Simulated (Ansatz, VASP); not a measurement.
**One calculation of HgTe, two programs**

```
CELL_PARAMETERS angstrom
0.00000 3.21450 3.11807
3.21450 0.00000 3.11807
3.21450 3.21450 0.00000
ATOMIC_POSITIONS crystal
Hg 0.00000 0.00000 0.00000
Te 0.25000 0.25000 0.25000
```

Alike in both runs: task single point; functional PBE; k mesh 6 × 6 × 6; occupations gaussian, width 0.05 eV; no spin polarisation.

|  | VASP | Ansatz |
| --- | --- | --- |
| version | VASP 6.6.1 | Ansatz 0.2.0 |
| potentials or method | VASP PAW PBE potentials, release 64 (Hg, Te), cutoff 520 eV | plane waves, PAW |
| valence electrons in the cell | 18 | 36 |

Ansatz gave:

```
pressure (GPa)                                                : 6.4
traceless stress, the component that is largest in VASP (GPa) : 0.14
```

Task: Which values does VASP return?

Result: Pressure (GPa): 6.5; traceless stress, the component that is largest in VASP (GPa): 0.14.

With one functional, cell and mesh, what is left measures potentials, basis and numerics. VASP's potentials hold 18 valence electrons a cell and Ansatz's 36, so a difference there can come from the potentials and not from the codes.

Spin-orbit coupling is off throughout.
